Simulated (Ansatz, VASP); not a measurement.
## ReBPt: VASP beside Ansatz

```
Re B Pt
1.0
     3.76190    0.00000    0.00000
    -1.88095    3.25791    0.00000
     0.00000    0.00000    3.30161
Re B Pt
1 1 1
Direct
  0.00000 0.00000 0.50000
  0.33333 0.66667 0.50000
  0.66667 0.33333 0.00000
```

Change from the starting cell: species swapped into the DyCuGe type (P-6m2, No. 187).

Alike in both runs: task relaxation of cell and atoms; functional PBE; k mesh 6 × 6 × 6; occupations gaussian, width 0.1 eV; no spin polarisation.

```csv
,VASP,Ansatz
version,VASP 6.6.1,Ansatz 0.2.0
potentials or method,"VASP PAW PBE potentials, release 64 (Re, B, Pt), cutoff 600 eV","scalar-relativistic, plane waves, PAW"
valence electrons in the cell,20,36
```

|  | VASP | Ansatz | Ansatz less VASP |
| --- | --- | --- | --- |
| gap on the k mesh at the Fermi level, each at its own relaxed structure (eV) | none | none | - |
| relaxed volume (Å³/atom) | 13.22 | 13.20 | -0.027 |
| relaxed cell length with the largest relative difference (Å) | 3.282 | 3.266 | -0.0162 |

A gap of «none» marks a metal or a gap that the smearing closes. VASP's potentials hold 20 valence electrons a cell and Ansatz's 36, so a difference there can come from the potentials and not from the codes.

Neither program's run includes spin-orbit coupling.
